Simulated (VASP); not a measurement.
Crystal: InP (rocksalt type).

```xyz
2
Lattice="0.0000 2.5708 2.5708 2.5708 0.0000 2.5708 2.5708 2.5708 0.0000" Properties=species:S:1:pos:R:3 pbc="T T T"
In    0.0000    0.0000    0.0000
P     2.5708    2.5708    2.5708
```

```yaml
Program: VASP 6.6.1
Task: relaxation of cell and atoms
Functional: PBE
Potentials_or_basis: VASP PAW PBE potentials, release 64 (In_d, P)
Cutoff: 600 eV
k_mesh: 13 × 13 × 13
Occupations: fermi-dirac, width 0.1 eV
Spin: no spin polarisation
```

At the start: pressure 28.1 GPa; volume 16.99 Å³/atom.

Question: Where does the relaxation end?

Answer: Over 19 steps the energy falls by 302.7 meV/atom and the volume is 21.26 Å³/atom (+25.1 %); space group Fm-3m (No. 225, to 0.05 Å).

The path:
```tsv
step	energy change (eV)	largest force (eV/Å)	pressure (GPa)	volume (Å³)
1	0.0000	0.0000	28.14	33.98
2	-0.3437	0.0000	-8.38	50.87
3	-0.6054	0.0000	-0.11	42.60
4	-0.6054	0.0000	0.16	42.42
5	-0.6054	0.0000	0.18	42.42
6	-0.6054	0.0000	0.19	42.42
7	-0.6054	0.0000	0.18	42.42
8	-0.6054	0.0000	0.17	42.42
9	-0.6054	0.0000	0.17	42.42
10	-0.6054	0.0000	0.17	42.42
11	-0.6054	0.0000	0.17	42.42
12	-0.6054	0.0000	0.17	42.42
13	-0.6054	0.0000	0.18	42.42
14	-0.6054	0.0000	0.18	42.42
15	-0.6054	0.0000	0.19	42.42
16	-0.6054	0.0000	0.15	42.43
17	-0.6054	0.0000	0.13	42.44
18	-0.6054	0.0000	0.09	42.47
19	-0.6054	0.0000	0.01	42.52
```

Final structure:
```yaml
crystal:
  lattice:
    - [0.00000, 2.77025, 2.77025]
    - [2.77025, 0.00000, 2.77025]
    - [2.77025, 2.77025, 0.00000]
  atoms:
    - { symbol: In, position: [0.00000, 0.00000, 0.00000] }
    - { symbol: P, position: [0.50000, 0.50000, 0.50000] }
```

Caveat: the volume moved by over 15 % at a fixed basis, so the end points are rough.
